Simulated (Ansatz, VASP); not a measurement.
This is a calculation of GaP for Ansatz 0.2.0.

The input input.yaml:

```yaml
crystal:
  lattice:
    - [0.0, 2.779755, 2.72525]
    - [2.779755, 0.0, 2.72525]
    - [2.779755, 2.779755, 0.0]
  atoms:
    - { symbol: Ga, position: [0.0, 0.0, 0.0] }
    - { symbol: P, position: [0.75, 0.75, 0.75] }
hamiltonian:
  xc: pbesol
  pseudopotentials: { kind: paw }
kpoints:
  mp_grid: { grid: [7, 7, 7] }
scf:
  occupations: { method: fermi_dirac, width: 0.05 }
output:
  forces: true
  stress: true
  eigenvalues: true
```

Potentials or basis: Ansatz PAW.

Launch:

```sh
$ ansatz run input.yaml --threads 1 --pin off --max-ram 3584MiB --backend cpu --events-out ev --progress --plain --runs-dir out
```

Set up the same calculation for VASP 6.6.1. Potentials there: VASP PAW PBE potentials, release 64 (Ga_d, P).

As run (the cutoff follows the program's own potentials):

The input INCAR:

```
PREC     = Accurate       # precision mode
ENCUT    = 500            # plane-wave cutoff, eV
EDIFF    = 1E-6           # SCF threshold, eV
ISMEAR   = -1             # smearing method
SIGMA    = 0.05           # smearing width, eV
LREAL    = F              # projectors in reciprocal space
LASPH    = T              # aspherical terms in the spheres
NELM     = 120            # most SCF steps
ALGO     = Normal         # electronic algorithm
ISIF     = 2              # what is computed and relaxed
LWAVE    = F              # write WAVECAR
LCHARG   = T              # write CHGCAR
GGA      = PS             # functional
LELF     = T              # ELF
LVHAR    = T            
NBANDS   = 16             # bands
GGA_COMPAT= F
```

The input KPOINTS:

```
Automatic mesh
0
Gamma
  7 7 7
```

The input POSCAR:

```
GaP
1.0
    0.0000000000      2.7797550000      2.7252500000
    2.7797550000      0.0000000000      2.7252500000
    2.7797550000      2.7797550000      0.0000000000
Ga P
1 1
Direct
    0.0000000000      0.0000000000      0.0000000000
    0.7500000000      0.7500000000      0.7500000000
```

Potentials or basis: VASP PAW PBE potentials, release 64 (Ga_d, P).

The run is started by

```console
$ cat potpaw_PBE.64/Ga_d/POTCAR potpaw_PBE.64/P/POTCAR > POTCAR
$ mpirun -np 1 vasp_std > vasp.out
```

Both were run:

|  | VASP | Ansatz | Ansatz less VASP |
| --- | --- | --- | --- |
| gap on the k mesh at the Fermi level (eV) | 1.35 | 1.35 | -0.001 |
| least direct gap on the mesh (eV) | 1.35 | 1.35 | -0.005 |
| pressure (GPa) | -3.6 | -3.6 | +0.08 |
| traceless stress, the component that is largest in VASP (GPa) | 0.95 | 0.94 | -0.001 |

VASP's potentials were made for PBE, not for PBEsol. The functional is the same, so the differences come from potentials, cutoffs and numerics.

Noted on Ansatz's run: odd divisions of the mesh miss points on the zone boundary, where band edges often lie, so the gap on the mesh can be too wide.
